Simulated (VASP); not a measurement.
Here is a VASP 6.6.1 calculation.

INCAR

```
  PREC = Accurate
  ENCUT = 970
  EDIFF = 1E-7
  ISMEAR = -1
  SIGMA = 0.03
  LREAL = F
  LASPH = T
  NELM = 120
  ALGO = Normal
  ISIF = 3
  LWAVE = F
  LCHARG = F
  GGA = PS
  IBRION = 2
  NSW = 100
  EDIFFG = -0.01
  GGA_COMPAT = F
  NELMIN = 4
```

KPOINTS

```
Automatic mesh
0
Gamma
  8 8 6
```

The input POSCAR:

```
NaF
1.0
    1.5577441900     -4.4572991900      0.0000000000
    1.5577441900      4.4572991900      0.0000000000
    0.0000000000      0.0000000000      3.4405709800
Na F
2 2
Direct
    0.3868549800      0.6131450200      0.7500000000
    0.6131450200      0.3868549800      0.2500000000
    0.8565043900      0.1434956100      0.2500000000
    0.1434956100      0.8565043900      0.7500000000
```

Potentials or basis: VASP PAW PBE potentials, release 64 (Na_sv, F).

Command:

```console
$ cat potpaw_PBE.64/Na_sv/POTCAR potpaw_PBE.64/F/POTCAR > POTCAR
$ mpirun -np 1 vasp_std > vasp.out
```

Q: Predict the relaxed volume.

A: 12.44 Å³/atom.

Q: Predict the space group after relaxing (to 0.1 Å).

A: Cmcm (No. 63).

Forces on the atoms (eV/Å):
```
Na   0.000  0.004  0.000
Na   0.000 -0.004  0.000
F    0.000  0.001  0.000
F    0.000 -0.001  0.000
```

Caveat: the PAW data sets were made with another functional, which shifts forces and pressure a little.
